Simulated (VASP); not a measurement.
BeCdS4, 12 atoms in the cell. Symmetry: P2_1/c, No. 14, monoclinic system. Conventional cell: a = 6.200 Å, b = 6.200 Å, c = 6.200 Å, α = 90.00°, β = 90.00°, γ = 90.00°. Be (site symmetry -1) has 6 S at 2.60 Å within 3.4 Å. Cd (site symmetry -1) has 6 S at 2.60 Å within 3.4 Å. Within 3.1 Å of S (site symmetry 1) lie 1 S at 2.36 Å and 2 Be at 2.60 Å and 1 Cd at 2.60 Å. Within 3.1 Å of S (site symmetry 1) lie 1 S at 2.36 Å and 1 Be at 2.60 Å and 2 Cd at 2.60 Å. 

| Quantity | Value |
| --- | --- |
| Program | VASP 6.6.1 |
| Task | relaxation of cell and atoms |
| Functional | PBE |
| Potentials or basis | VASP PAW PBE potentials, release 64 (Be, Cd, S) |
| Cutoff | 600 eV |
| k mesh | 3 × 3 × 3 |
| Occupations | gaussian, width 0.2 eV |
| Spin | no spin polarisation |
| Dipole correction | no |
| Further INCAR settings | ALGO = Normal; EDIFF = 1e-06; IBRION = 2; EDIFFG = -0.08; NSW = 36; ISIF = 3 |

Potentials or basis: VASP PAW PBE potentials, release 64 (Be, Cd, S).

The run is started by

```sh
$ cat potpaw_PBE.64/Be/POTCAR potpaw_PBE.64/Cd/POTCAR potpaw_PBE.64/S/POTCAR > POTCAR
$ mpirun -np 1 vasp_std > vasp.out
```

Hardware: 1 thread of Intel Xeon 6975P-C, with other jobs on the host.

Estimate the wall time of this run.

Wall time 16 min on 1 thread of Intel Xeon 6975P-C, on a shared host, peak memory 0.44 GiB. Counts: scf iterations 101, k points 10, ion steps 12.
